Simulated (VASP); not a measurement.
A run of VASP 6.6.1:

The input INCAR:

```
PREC     = Accurate       # precision mode
ENCUT    = 600            # plane-wave cutoff, eV
EDIFF    = 1E-6           # SCF threshold, eV
ISMEAR   = 0              # smearing method
SIGMA    = 0.01           # smearing width, eV
LREAL    = False          # projectors in reciprocal space
LASPH    = True           # aspherical terms in the spheres
NELM     = 120            # most SCF steps
ALGO     = Normal         # electronic algorithm
ISIF     = 2              # what is computed and relaxed
LWAVE    = False          # write WAVECAR
LCHARG   = True           # write CHGCAR
GGA      = PE             # functional
LELF     = True           # ELF
LVHAR    = True         
NBANDS   = 35             # bands
GGA_COMPAT= False
```

Contents of KPOINTS:

```
Automatic mesh
0
Gamma
  5 5 5
```

The input POSCAR:

```
Al2O3
1.0
    2.3802500000      1.3742379782      4.3318666667
   -2.3802500000      1.3742379782      4.3318666667
    0.0000000000     -2.7484759565      4.3318666667
Al O
4 6
Direct
    0.3521603333      0.3521603333      0.3521603333
    0.1478396667      0.1478396667      0.1478396667
    0.6478396667      0.6478396667      0.6478396667
    0.8521603333      0.8521603333      0.8521603333
    0.5566800000      0.9433200000      0.2500000000
    0.2500000000      0.5566800000      0.9433200000
    0.7500000000      0.4433200000      0.0566800000
    0.9433200000      0.2500000000      0.5566800000
    0.4433200000      0.0566800000      0.7500000000
    0.0566800000      0.7500000000      0.4433200000
```

Potentials or basis: VASP PAW PBE potentials, release 64 (Al, O).

The run is started by

```bash
$ cat potpaw_PBE.64/Al/POTCAR potpaw_PBE.64/O/POTCAR > POTCAR
$ mpirun -np 1 vasp_std > vasp.out
```

Hardware: 1 thread of Intel(R) Xeon(R) Platinum 8488C (Sapphire Rapids), with other jobs on the host.

Q: How long does it take, and how much memory?

A: Wall time 76 s on 1 thread of Intel(R) Xeon(R) Platinum 8488C (Sapphire Rapids), on a shared host, peak memory 0.25 GiB. Counts: scf iterations 13, k points 19.
